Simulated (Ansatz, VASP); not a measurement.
## One calculation of ZnAu, two programs

```
Zn Au
1.0
     3.14849    0.00000    0.00000
     0.00000    3.14849    0.00000
     0.00000    0.00000    3.14849
Zn Au
1 1
Direct
  0.50000 0.50000 0.50000
  0.00000 0.00000 0.00000
```

Alike in both runs: functional r2SCAN; k mesh 14 × 14 × 14; occupations gaussian, width 0.1 eV; no spin polarisation.

Ansatz relaxed the structure, and its values are those at the end. VASP's run is a single point on that final structure, the one shown.

|  | VASP | Ansatz |
| --- | --- | --- |
| version | VASP 6.6.1 | Ansatz 0.2.0 |
| potentials or method | VASP PAW PBE potentials, release 64 (Zn, Au), cutoff 520 eV | scalar-relativistic, plane waves, PAW |
| valence electrons in the cell | 23 | 31 |

```tsv
	VASP	Ansatz	Ansatz less VASP
gap on the k mesh at the Fermi level (eV)	none	none	-
pressure (GPa)	0.3	0.0	-0.33
```

VASP's potentials were made for PBE, not for r2SCAN. A gap of «none» marks a metal or a gap that the smearing closes. VASP's potentials hold 23 valence electrons a cell and Ansatz's 31, so a difference there can come from the potentials and not from the codes.

Neither program's run includes spin-orbit coupling.
